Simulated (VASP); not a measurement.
Runs of VASP 6.6.1 on ZnO. The structure is that of space group P6_3mc (No. 186), or close to it. The cells are those of the table. 

```csv
level,cell,smearing,gap on the mesh (eV),pressure (GPa),largest force (eV/Å)
r2SCAN,"a = 3.171, b = 3.171, c = 5.107 Å, angles 90.0, 90.0, 120.0°, 4 atoms",gaussian 0.01 eV,(d),11.8,0.01
PBE,"a = 3.203, b = 3.203, c = 5.159 Å, angles 90.0, 90.0, 120.0°, 4 atoms",fermi-dirac 0.02 eV,0.84,12.4,-
PBE,"a = 3.235, b = 3.235, c = 5.211 Å, angles 90.0, 90.0, 120.0°, 4 atoms",fermi-dirac 0.02 eV,0.79,7.2,-
PBE,"a = 3.171, b = 3.171, c = 5.107 Å, angles 90.0, 90.0, 120.0°, 4 atoms",fermi-dirac 0.02 eV,(c),18.2,0.01
PBE,"a = 3.365, b = 3.365, c = 4.976 Å, angles 90.0, 90.0, 120.0°, 4 atoms",fermi-dirac 0.02 eV,0.82,1.6,0.04
r2SCAN,"a = 3.252, b = 3.252, c = 5.185 Å, angles 90.0, 90.0, 120.0°, 4 atoms",gaussian 0.01 eV,1.24,0.3,-
r2SCAN,"a = 3.203, b = 3.203, c = 5.159 Å, angles 90.0, 90.0, 120.0°, 4 atoms",gaussian 0.01 eV,1.28,(b),0.01
r2SCAN,"a = 3.235, b = 3.235, c = 5.211 Å, angles 90.0, 90.0, 120.0°, 4 atoms",gaussian 0.01 eV,(a),1.0,-
```

Alike in all rows: task single point; potentials or basis VASP PAW PBE potentials, release 64 (Zn, O); no spin polarisation; k mesh 12 × 12 × 6; cutoff (eV) 520.

Estimate the missing entries.

(a) 1.23; (b) 6.1; (c) 0.88; (d) 1.33.

Caveats: the PAW data sets were made with another functional, which shifts forces and pressure a little (some runs).

